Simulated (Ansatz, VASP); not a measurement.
# Two plane-wave programs on Y

```
Y
1.0
     3.59916    0.00000    0.00000
    -1.79958    3.11696    0.00000
     0.00000    0.00000    5.58162
Y
2
Direct
  0.33333 0.66667 0.25000
  0.66667 0.33333 0.75000
```

Alike in both runs: functional PBEsol; k mesh 15 × 15 × 8; occupations gaussian, width 0.1 eV; no spin polarisation.

Ansatz relaxed the structure, and its values are those at the end. VASP's run is a single point on that final structure, the one shown.

|  | VASP | Ansatz |
| --- | --- | --- |
| version | VASP 6.6.1 | Ansatz 0.2.0 |
| potentials or method | VASP PAW PBE potentials, release 64 (Y_sv), cutoff 520 eV | scalar-relativistic, plane waves, PAW |
| valence electrons in the cell | 22 | 22 |

VASP gave:

```
gap on the k mesh at the Fermi level (eV) : none
pressure (GPa)                            : -0.1
```

Question: Which values does Ansatz return?

Answer: gap on the k mesh at the Fermi level (eV): none; pressure (GPa): 0.0.

VASP's potentials were made for PBE, not for PBEsol, and Ansatz warns of the same on its side. A gap of «none» marks a metal or a gap that the smearing closes.
